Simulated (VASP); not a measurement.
Set up this calculation in VASP 6.6.1, as the native input.

```
Task                   : single point
Functional             : LDA
Potentials or basis    : VASP PAW LDA potentials, release 64 (Ga_d)
Cutoff                 : 520 eV
k mesh                 : 16 × 16 × 14
Occupations            : methfessel-paxton, width 0.05 eV
Spin                   : no spin polarisation
Dipole correction      : no
Further INCAR settings : ALGO = Fast; EDIFF = 1e-06; NBANDS = 20
```

The structure of Ga lies in POSCAR:

```
Ga
1.0
    1.4500000000     -4.0650000000      0.0000000000
    1.4500000000      4.0650000000      0.0000000000
    0.0000000000      0.0000000000      3.1700000000
Ga
2
Direct
    0.1426510000      0.8836200000      0.7521610000
    0.8630400000      0.1461870000      0.2619770000
```

The input as run:

INCAR

```
SYSTEM = Ga
PREC     = Accurate       ! precision mode
ENCUT    = 520            ! plane-wave cutoff, eV
EDIFF    = 1E-6           ! SCF threshold, eV
ISMEAR   = 1              ! smearing method
SIGMA    = 0.05           ! smearing width, eV
LREAL    = .False.        ! projectors in reciprocal space
LASPH    = .True.         ! aspherical terms in the spheres
NELM     = 100            ! most SCF steps
ALGO     = Fast           ! electronic algorithm
ISIF     = 2              ! what is computed and relaxed
LWAVE    = .False.        ! write WAVECAR
LCHARG   = .False.        ! write CHGCAR
NBANDS   = 20             ! bands
```

KPOINTS

```
Automatic mesh
0
Gamma
  16 16 14
  0 0 0
```

Potentials or basis: VASP PAW LDA potentials, release 64 (Ga_d).

Command:

```console
$ cat potpaw_LDA.64/Ga_d/POTCAR > POTCAR
$ mpirun -np 1 vasp_std > vasp.out
```

Results of the run:

The pressure is -3.8 GPa, the largest force is 0.039 eV/Å and the band gap on the k mesh is zero (bands 13 and 14 overlap by 9.04 eV).

Caveat: the cell stands under tension.

It took 22 min on 1 thread of Intel Xeon 8259CL, with other jobs on the host, peak memory 1 GiB.
